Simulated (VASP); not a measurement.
Input of a VASP 6.6.1 run:

File INCAR:

```
SYSTEM = P
ALGO = Normal
EDIFF = 1E-6
ENCUT = 520
GGA = PE
ISIF = 2
ISMEAR = 0
LASPH = .TRUE.
LCHARG = .FALSE.
LREAL = .FALSE.
LWAVE = .FALSE.
NBANDS = 30
NELM = 100
PREC = Accurate
SIGMA = 0.1
```

File KPOINTS:

```
k-points
0
G
  4 4 4
  0 0 0
```

POSCAR

```
P
1.0
   -3.8243373000      3.8243373000      3.7355053000
    3.8243373000     -3.8243373000      3.7355053000
    3.8243373000      3.8243373000     -3.7355053000
P
8
Direct
    0.7735960000      0.9812055000      0.7923905000
    0.1888150000      0.9812055000      0.2076095000
    0.7312055000      0.4388150000      0.7076095000
    0.7312055000      0.0235960000      0.2923905000
    0.5611850000      0.2687945000      0.2923905000
    0.9764040000      0.2687945000      0.7076095000
    0.0187945000      0.8111850000      0.7923905000
    0.0187945000      0.2264040000      0.2076095000
```

Potentials or basis: VASP PAW PBE potentials, release 64 (P).

Command:

```sh
$ cat potpaw_PBE.64/P/POTCAR > POTCAR
$ mpirun -np 1 vasp_std > vasp.out
```

Problem. What does it give for the pressure?

Solution. -0.2 GPa.

Problem. What does it give for the band gap on the k mesh?

Solution. 1.89 eV (least direct gap 2.00 eV).

Problem. What does it give for the largest force?

Solution. 0.074 eV/Å.

Forces in eV/Å, atoms in the order of the input:
```
P    0.000  0.047  0.057
P    0.000 -0.047  0.057
P   -0.047  0.000  0.057
P    0.047  0.000  0.057
P    0.000  0.047 -0.057
P    0.000 -0.047 -0.057
P    0.047  0.000 -0.057
P   -0.047  0.000 -0.057
```

A k mesh can miss the band edges.
